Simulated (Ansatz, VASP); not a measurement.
## SiO2 in VASP and in Ansatz

```xyz
12
Lattice="4.0970 0.0000 0.0000 0.0000 5.0462 0.0000 0.0000 0.0000 4.4946" Properties=species:S:1:pos:R:3 pbc="T T T"
Si    0.0000    0.7691    1.1237
Si    2.0485    1.7540    3.3710
Si    0.0000    4.2771    3.3710
Si    2.0485    3.2922    1.1237
O     2.9973    3.1146    4.1349
O     3.1482    4.4547    1.8876
O     0.9488    4.4547    0.3597
O     1.0997    3.1146    2.6070
O     1.0997    1.9316    0.3597
O     0.9488    0.5915    2.6070
O     3.1482    0.5915    4.1349
O     2.9973    1.9316    1.8876
```

Alike in both runs: functional PBE; k mesh 5 × 4 × 5; occupations fermi-dirac, width 0.02 eV; no spin polarisation.

Ansatz relaxed the structure, and its values are those at the end. VASP's run is a single point on that final structure, the one shown.

```csv
,VASP,Ansatz
version,VASP 6.6.1,Ansatz 0.2.0
potentials or method,"VASP PAW PBE potentials, release 64 (Si, O)","plane-wave PAW, scalar-relativistic"
plane-wave cutoff (eV),520,420
valence electrons in the cell,64,64
```

|  | VASP | Ansatz | Ansatz less VASP |
| --- | --- | --- | --- |
| gap on the k mesh at the Fermi level (eV) | 5.59 | 5.61 | +0.017 |
| pressure (GPa) | 5.7 | 5.6 | -0.15 |
| rms of the force components (eV/Å) | 0.011 | 0.000 | -0.0104 |

Ansatz's warnings: stress scf threshold loose.
